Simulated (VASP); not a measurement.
# TaN (P-6m2) in VASP: notebook

TaN is run at these levels: PBEsol; tasks: single point.

Everything below comes from runs of VASP 6.6.1. Logs are shortened: lines on timing, memory, paths and dates and some standing lists are left out, and cuts for length are marked.

## 1. The cell of the first run

Symmetry: P-6m2, No. 187, hexagonal system. The conventional cell has a = 2.836 Å, b = 2.836 Å, c = 2.922 Å, α = 90.00°, β = 90.00°, γ = 120.00°. Ta (site symmetry -6m2) has 6 N at 2.19 Å and 8 Ta at 2.84 to 2.92 Å within 3.0 Å. N (site symmetry -6m2) has 6 Ta at 2.19 Å and 8 N at 2.84 to 2.92 Å within 3.0 Å.

## 2. Single point, PBEsol (biaxial strain in the a-b plane: -3.0 %)

Contents of INCAR:

```
ALGO     = Normal         # electronic algorithm
EDIFF    = 1E-6           # SCF threshold, eV
ENCUT    = 520            # plane-wave cutoff, eV
GGA      = PS             # functional
ISIF     = 2              # what is computed and relaxed
ISMEAR   = 0              # smearing method
LASPH    = True           # aspherical terms in the spheres
LCHARG   = True           # write CHGCAR
LELF     = True           # ELF
LREAL    = False          # projectors in reciprocal space
LVHAR    = True         
LWAVE    = False          # write WAVECAR
NBANDS   = 15             # bands
NELM     = 80             # most SCF steps
PREC     = Accurate       # precision mode
SIGMA    = 0.1            # smearing width, eV
```

Contents of KPOINTS:

```
k-points
0
Gamma
  24 24 18
```

Contents of POSCAR:

```
TaN
1.0
    2.8362693734      0.0000000000      0.0000000000
   -1.4181346867      2.4562813293      0.0000000000
    0.0000000000      0.0000000000      2.9224007402
Ta N
1 1
Direct
    0.3333333333      0.6666666667      0.5000000000
    0.0000000000      0.0000000000      0.0000000000
```

Potentials or basis: VASP PAW PBE potentials, release 64 (Ta_pv, N).

Run with:

```bash
cat potpaw_PBE.64/Ta_pv/POTCAR potpaw_PBE.64/N/POTCAR > POTCAR
mpirun -np 1 vasp_std > vasp.out
```

OUTCAR:

```text
EDIFF = 1E-6
   ENCUT = 520
   GGA = PS
   ISIF = 2
   ISMEAR = 0
   LASPH = True
   LREAL = False
   NELM = 80
   PREC = Accurate

 ion  position               nearest neighbor table
   1  0.333  0.667  0.500-   2 2.19   2 2.19   2 2.19   2 2.19   2 2.19   2 2.19
   2  0.000  0.000  0.000-   1 2.19   1 2.19   1 2.19   1 2.19   1 2.19   1 2.19

  LATTYP: Found a hexagonal cell.
 ALAT       =     2.8362693734
 C/A-ratio  =     1.0303678373

  Lattice vectors:

 A1 = (   2.8362693734,   0.0000000000,   0.0000000000)
 A2 = (  -1.4181346867,   2.4562813293,   0.0000000000)
 A3 = (   0.0000000000,   0.0000000000,   2.9224007402)

Analysis of symmetry for initial positions (statically):
=====================================================================
 Subroutine PRICEL returns:
 Original cell was already a primitive cell.

 Routine SETGRP: Setting up the symmetry group for a
 hexagonal supercell.

 Subroutine GETGRP returns: Found 12 space group operations
 (whereof 12 operations were pure point group operations)
 out of a pool of 24 trial point group operations.

The static configuration has the point symmetry D_3h.

Analysis of symmetry for dynamics (positions and initial velocities):
=====================================================================
 Subroutine PRICEL returns:
 Original cell was already a primitive cell.

 Routine SETGRP: Setting up the symmetry group for a
 hexagonal supercell.

 Subroutine GETGRP returns: Found 12 space group operations
 (whereof 12 operations were pure point group operations)
 out of a pool of 24 trial point group operations.

The dynamic configuration has the point symmetry D_3h.

 Subroutine INISYM returns: Found 12 space group operations
 (whereof 12 operations are pure point group operations),
 and found     1 'primitive' translations

----------------------------------------------------------------------------------------

                                     Primitive cell

  volume of cell :      20.3594

  direct lattice vectors                    reciprocal lattice vectors
     2.836269373  0.000000000  0.000000000     0.352575820  0.203559745  0.000000000
    -1.418134687  2.456281329  0.000000000     0.000000000  0.407119489  0.000000000
     0.000000000  0.000000000  2.922400740     0.000000000  0.000000000  0.342184419

  length of vectors
     2.836269373  2.836269373  2.922400740     0.407119489  0.407119489  0.342184419

  position of ions in fractional coordinates (direct lattice)
     0.333333333  0.666666667  0.500000000
     0.000000000  0.000000000  0.000000000

  ion indices of the primitive-cell ions
   primitive index   ion index
                 1           1
                 2           2

----------------------------------------------------------------------------------------

 KPOINTS: k-points

Automatic generation of k-mesh.
 Grid dimensions read from file:
 generate k-points for:   24   24   18

 Generating k-lattice:

  Cartesian coordinates                     Fractional coordinates (reciprocal lattice)
     0.014690659  0.008481656  0.000000000     0.041666667  0.000000000  0.000000000
     0.000000000  0.016963312  0.000000000     0.000000000  0.041666667  0.000000000
     0.000000000  0.000000000  0.019010246     0.000000000  0.000000000  0.055555556

  Length of vectors
     0.016963312  0.016963312  0.019010246

  Shift w.r.t. Gamma in fractional coordinates (k-lattice)
     0.000000000  0.000000000  0.000000000

 Subroutine IBZKPT returns following result:
 ===========================================

 Found    610 irreducible k-points:

 Following reciprocal coordinates:
            Coordinates               Weight
  0.000000  0.000000  0.000000      1.000000
  0.041667  0.000000  0.000000      6.000000
  0.083333  0.000000  0.000000      6.000000
  0.125000  0.000000  0.000000      6.000000
  0.166667  0.000000  0.000000      6.000000
  0.208333  0.000000  0.000000      6.000000
[... 16 lines left out ...]
  0.416667  0.041667  0.000000     12.000000
  0.458333  0.041667  0.000000     12.000000
 [... further k-points ...]
   k-points           NKPTS =    610   k-points in BZ     NKDIM =    610   number of bands    NBANDS=     15
   number of dos      NEDOS =    301   number of ions     NIONS =      2
   total plane-waves  NPLWV =  13824
   dimension x,y,z NGX =    24 NGY =   24 NGZ =   24
   dimension x,y,z NGXF=    48 NGYF=   48 NGZF=   48
   ions per type =               1   1
   NGX,Y,Z   is equivalent  to a cutoff of  14.07, 14.07, 13.65 a.u.
   NGXF,Y,Z  is equivalent  to a cutoff of  28.13, 28.13, 27.31 a.u.
 SYSTEM =  unknown system
   PREC   = accura    normal or accurate (medium, high low for compatibility)
   ISTART =      0    job   : 0-new  1-cont  2-samecut
   ICHARG =      2    charge: 1-file 2-atom 10-const
   ISPIN  =      1    spin polarized calculation?
   LNONCOLLINEAR =      F non collinear calculations
   LSORBIT =      F    spin-orbit coupling
   LASPH  =      T    aspherical Exc in radial PAW
   ENCUT  =  520.0 eV  38.22 Ry    6.18 a.u.   5.27  5.27  5.43*2*pi/ulx,y,z
   NELM   =     80;   NELMIN=  2; NELMDL= -5     # of ELM steps
   EDIFF  = 0.1E-05   stopping-criterion for ELM
   LREAL  =      F    real-space projection
   EDIFFG = 0.1E-04   stopping-criterion for IOM
   NSW    =      0    number of steps for IOM
   IBRION =     -1    ionic relax: 0-MD 1-quasi-New 2-CG
   NFREE  =      0    steps in history (QN), initial steepest desc. (CG)
   ISIF   =      2    stress and relaxation
   ISYM   =      2    0-nonsym 1-usesym 2-fastsym
   POTIM  = 0.5000    time-step for ionic-motion
   TEBEG  =    0.0;   TEEND  =   0.0 temperature during run
   PSTRESS=    0.0 pullay stress
   NELECT =      16.0000    total number of electrons
   NUPDOWN=      -1.0000    fix difference up-down
   EMIN   =  10.00;   EMAX   =-10.00  energy-range for DOS
   EFERMI =   0.00;   METHOD = LEGACY
   ISMEAR =     0;   SIGMA  =   0.10  broadening in eV -4-tet -1-fermi 0-gaus
   EFERMI_NEDOS =   21; number of points for ismear=-14 and -15
   IALGO  =     38    algorithm
   IMIX   =      4    mixing-type and parameters
     AMIX     =   0.40;   BMIX     =  1.00
     AMIX_MAG =   1.60;   BMIX_MAG =  1.00
  volume/ion in A,a.u.               =      10.18        68.70
  Fermi-wavevector in a.u.,A,eV,Ry     =   1.510752  2.854906 31.053531  2.282370
  Thomas-Fermi vector in A             =   2.620900
   LORBIT       =      0    0 simple, 1 ext, 2 COOP (PROOUT), +10 PAW based schemes
   GGA     = PS    functional components
   LHFCALC =     F    Hartree Fock is set to
   AEXX    =    0.0000 exact exchange contribution
   IVDW    =     0    specifies the selected vdW correction
   LEPSILON=     F    determine dielectric tensor
   LRPA    =     F    only Hartree local field effects (RPA)
 non-spin polarized calculation
 Gauss-broadening in eV      SIGMA  =   0.10
  energy-cutoff  :      520.00
  volume of cell :       20.36
 maximum number of plane-waves:       562
 NGX is ok and might be reduce to    24
   NGX = 11   NGY = 11   NGZ = 11

 number of electron      16.0000000 magnetization

 Free energy of the ion-electron system (eV)
  ---------------------------------------------------
  ext. energy  EPLUGINS =         0.00000000
  ---------------------------------------------------
  free energy    TOTEN  =       -23.69260726 eV

  energy without entropy =      -23.69233975  energy(sigma->0) =      -23.69247350

 E-fermi :   8.6356     XC(G=0): -13.8260

 val. band max:        8.6127931204   @ k =   0.0417   0.0000   0.4444
 cond. band min:       8.6866041715   @ k =   0.0000   0.0000   0.3889
 fundamental gap:      0.0738110511
 Fermi energy:         8.6355907501

 k-point     1 :       0.0000    0.0000    0.0000
  band No.  band energies     occupation
      1     -26.0738      2.00000
      2     -25.5721      2.00000
      3     -25.5721      2.00000
      4      -9.4260      2.00000
      5       4.0258      2.00000
      6       4.2853      2.00000
      7       4.2853      2.00000
      8       5.4345      2.00000
      9      11.7932      0.00000
     10      12.2584      0.00000
     11      12.2584      0.00000
     12      12.9228      0.00000
     13      12.9228      0.00000
     14      22.0112      0.00000
     15      22.3606      0.00000

 k-point     2 :       0.0417    0.0000    0.0000
  band No.  band energies     occupation
      1     -26.0702      2.00000
      2     -25.5992      2.00000
      3     -25.5777      2.00000
      4      -9.3836      2.00000
      5       4.0264      2.00000
      6       4.2244      2.00000
      7       4.3168      2.00000
      8       5.3716      2.00000
      9      11.9305      0.00000
     10      12.1771      0.00000
     11      12.2675      0.00000
     12      12.8989      0.00000
     13      12.9772      0.00000
     14      22.0182      0.00000
     15      22.3613      0.00000

 k-point     3 :       0.0833    0.0000    0.0000
  band No.  band energies     occupation
      1     -26.0596      2.00000
      2     -25.6779      2.00000
      3     -25.5942      2.00000
      4      -9.2591      2.00000
      5       3.7820      2.00000
      6       4.3141      2.00000
      7       4.4082      2.00000
      8       5.1935      2.00000
      9      11.8845      0.00000
     10      12.2986      0.00000
     11      12.3766      0.00000
     12      12.8294      0.00000
     13      13.1262      0.00000
     14      22.0325      0.00000
     15      22.3597      0.00000
[... 343 lines left out ...]
 k-point    23 :       0.4167    0.0417    0.0000
  band No.  band energies     occupation
      1     -26.9393      2.00000
      2     -25.8970      2.00000
      3     -25.8651      2.00000
      4      -6.8557      2.00000
      5       0.2577      2.00000
      6       2.8637      2.00000
      7       4.8525      2.00000
      8       5.7966      2.00000
      9      11.5450      0.00000
     10      12.8965      0.00000
     11      14.1559      0.00000
     12      14.4258      0.00000
     13      16.6066      0.00000
     14      21.6406      0.00000
     15      22.2951      0.00000

 k-point    24 :       0.4583    0.0417    0.0000
  band No.  band energies     occupation
      1     -26.9820      2.00000
      2     -25.9079      2.00000
      3     -25.8577      2.00000
      4      -6.7524      2.00000
      5       0.1558      2.00000
      6       2.7952      2.00000
      7       4.7684      2.00000
      8       5.8153      2.00000
      9      11.5021      0.00000
     10      13.3934      0.00000
     11      14.1475      0.00000
     12      14.4009      0.00000
     13      16.8998      0.00000
     14      21.0536      0.00000
     15      22.2671      0.00000

 [... further k-points ...]

------------------------ aborting loop because EDIFF is reached ----------------------------------------

  FORCE on cell =-STRESS in cart. coord.  units (eV):
  Direction    XX          YY          ZZ          XY          YZ          ZX
  --------------------------------------------------------------------------------------
  -------------------------------------------------------------------------------------
  Total        3.5263997      3.5263997     -0.4973072      0.0000000      0.0000000      0.0000000
  in kB      277.5088041    277.5088041    -39.1354157      0.0000000      0.0000000      0.0000000
  external PRESSURE =     171.9607308 kB  Pullay stress =       0.0000000 kB

 VOLUME and BASIS-vectors are now :
 -----------------------------------------------------------------------------
  energy-cutoff  :      520.00
  volume of cell :       20.36
      direct lattice vectors                 reciprocal lattice vectors
     2.836269373  0.000000000  0.000000000     0.352575820  0.203559745  0.000000000
    -1.418134687  2.456281329  0.000000000     0.000000000  0.407119489  0.000000000
     0.000000000  0.000000000  2.922400740     0.000000000  0.000000000  0.342184419

 POSITION                                       TOTAL-FORCE (eV/Angst)
 -----------------------------------------------------------------------------------
     -0.00000      1.63752      1.46120         0.000000     -0.000000      0.000000
      0.00000      0.00000      0.00000        -0.000000      0.000000      0.000000
 -----------------------------------------------------------------------------------
    total drift:                                0.000000     -0.000000     -0.000000

  FREE ENERGIE OF THE ION-ELECTRON SYSTEM (eV)
  ---------------------------------------------------
  free  energy   TOTEN  =       -23.6926072578 eV

  energy  without entropy=      -23.6923397488  energy(sigma->0) =      -23.69247350
```

Wall time 1.7 min (1 thread of AMD EPYC 9R45 (Zen 5), shared host); peak memory 0.27 GiB.

Results:

```
Free energy            : -23.6926 eV
Pressure               : 17.2 GPa
Band gap on the k mesh : zero (bands 8 and 9 overlap by 0.44 eV)
```

Stress tensor (GPa, compression positive):
```
27.75  0.00  0.00
 0.00 27.75  0.00
 0.00  0.00 -3.91
```

Caveat: the cell differs from its parent crystal (biaxial strain in the a-b plane: -3.0 %); the cell stands under pressure; the PAW data sets were made with another functional, which shifts forces and pressure a little; spin-orbit coupling is left out, which moves the levels of the heavy elements.

## 3. Single point, PBEsol (biaxial strain in the a-b plane: -1.5 %, then relaxed in part)

Contents of INCAR:

```
SYSTEM = TaN
  PREC = Accurate
  ENCUT = 520
  EDIFF = 1E-7
  ISMEAR = 0
  SIGMA = 0.1
  LREAL = .False.
  LASPH = .True.
  NELM = 100
  ALGO = Normal
  ISIF = 2
  LWAVE = .False.
  LCHARG = .False.
  GGA = PS
  NBANDS = 15
```

Contents of KPOINTS:

```
regular mesh
0
Gamma
  24 24 18
  0 0 0
```

Contents of POSCAR:

```
TaN
1.0
    2.8801292091      0.0000000000      0.0000000000
   -1.4400646045      2.4942650612      0.0000000000
    0.0000000000      0.0000000000      2.8876203579
Ta N
1 1
Direct
    0.3333333333      0.6666666667      0.5000000000
    0.0000000000      0.0000000000      0.0000000000
```

Potentials or basis: VASP PAW PBE potentials, release 64 (Ta_pv, N).

Run with:

```bash
cat potpaw_PBE.64/Ta_pv/POTCAR potpaw_PBE.64/N/POTCAR > POTCAR
mpirun -np 1 vasp_std > vasp.out
```

It took 96 s on 1 thread of AMD EPYC 9R45 (Zen 5), shared host; peak memory 0.27 GiB.

The run converged. Its results:

```yaml
Free_energy: -23.7770 eV
Pressure: 9.8 GPa
Band_gap_on_the_k_mesh: zero (bands 8 and 9 overlap by 0.37 eV)
```

Stress tensor (GPa, compression positive):
```
14.09  0.00  0.00
 0.00 14.09  0.00
 0.00  0.00  1.11
```

Levels at points of the mesh, in eV from the Fermi level:
```tsv
k point	band 5	band 6	band 7	band 8	band 9	band 10	band 11	band 12
(0.00, 0.00, 0.00)	-4.52	-4.52	-4.44	-3.05	2.73	3.69	3.69	4.20
(0.50, 0.00, 0.00)	-8.46	-5.54	-3.65	-3.08	3.08	4.51	5.34	5.79
(0.00, 0.00, 0.50)	-9.60	-3.66	-3.66	-0.11	-0.11	2.26	3.60	3.60
(0.50, 0.00, 0.50)	-7.51	-6.34	-5.72	-0.31	4.47	5.84	6.26	7.53
```

Caveat: the cell differs from its parent crystal (biaxial strain in the a-b plane: -1.5 %, then relaxed in part); the cell stands under pressure; the PAW data sets were made with another functional, which shifts forces and pressure a little; spin-orbit coupling is left out, which moves the levels of the heavy elements.
